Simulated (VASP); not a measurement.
Set up this calculation in VASP 6.6.1, as the native input.

```yaml
Task: single point
Functional: PBEsol
Potentials_or_basis: VASP PAW PBE potentials, release 64 (Mg, O)
Cutoff: 600 eV
k_mesh: 8 × 8 × 8
Occupations: gaussian, width 0.02 eV
Spin: no spin polarisation
Dipole_correction: no
Further_INCAR_settings: ALGO = Normal; EDIFF = 1e-06; NBANDS = 11
```

The structure of MgO lies in POSCAR:

```
MgO
1.0
    0.0000000000      2.1074458598      2.1074458598
    2.1074458598      0.0000000000      2.1074458598
    2.1074458598      2.1074458598      0.0000000000
Mg O
1 1
Direct
    0.0000000000      0.0000000000      0.0000000000
    0.5000000000      0.5000000000      0.5000000000
```

The input as run:

INCAR

```
PREC = Accurate
ENCUT = 600
EDIFF = 1E-6
ISMEAR = 0
SIGMA = 0.02
LREAL = F
LASPH = T
NELM = 120
ALGO = Normal
ISIF = 2
LWAVE = F
LCHARG = F
GGA = PS
NBANDS = 11
GGA_COMPAT = F
```

KPOINTS

```
Automatic mesh
0
Gamma
  8 8 8
```

Potentials or basis: VASP PAW PBE potentials, release 64 (Mg, O).

The run is started by

```sh
$ cat potpaw_PBE.64/Mg/POTCAR potpaw_PBE.64/O/POTCAR > POTCAR
$ mpirun -np 1 vasp_std > vasp.out
```

Results of the run:

- Pressure: -0.8 GPa
- Band gap on the k mesh: 4.62 eV

Caveat: the PAW data sets were made with another functional, which shifts forces and pressure a little.

Run time: 7.7 s on 1 thread of Intel(R) Xeon(R) Platinum 8488C (Sapphire Rapids), on a shared host, peak memory 0.13 GiB.
